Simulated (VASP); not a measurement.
Runs of VASP 6.6.1 on Cd. The structure is that of space group Fm-3m (No. 225), or close to it. The cells are those of the table. 

| task | cell | k mesh | cutoff (eV) | gap on the mesh (eV) | pressure (GPa) |
| --- | --- | --- | --- | --- | --- |
| relaxation of cell and atoms | relaxed to 84 GPa from a = 2.704 Å, angles 60.0°, 1 atom | 17 × 17 × 17 | 600 | none | 84.0 |
| relaxation of cell and atoms | relaxed to 84 GPa from a = 2.703 Å, angles 60.0°, 1 atom | 17 × 17 × 17 | 600 | none | 84.0 |
| single point | a = 2.703 Å, angles 60.0°, 1 atom | 17 × 17 × 17 | 520 | none | (a) |
| single point | a = 3.183 Å, angles 60.0°, 1 atom | 15 × 15 × 15 | 520 | none | 0.2 |
| single point | a = 2.704 Å, angles 60.0°, 1 atom | 17 × 17 × 17 | 520 | none | 86.4 |
| relaxation of cell and atoms | relaxed from a = 3.197 Å, angles 60.0°, 1 atom | 15 × 15 × 15 | 600 | none | 0.0 |

Alike in all rows: level PBE; potentials or basis VASP PAW PBE potentials, release 64 (Cd); no spin polarisation; smearing fermi-dirac 0.05 eV.

**Question.** Fill in the values left out.

**Answer.** (a) 86.8.

Caveats: the cell is relaxed towards a set pressure, so the enthalpy falls and the energy may rise (some runs).

A k mesh can miss the band edges, and the runs leave out spin-orbit coupling on Cd.

A gap of «none» marks levels without a gap at the run's occupations.
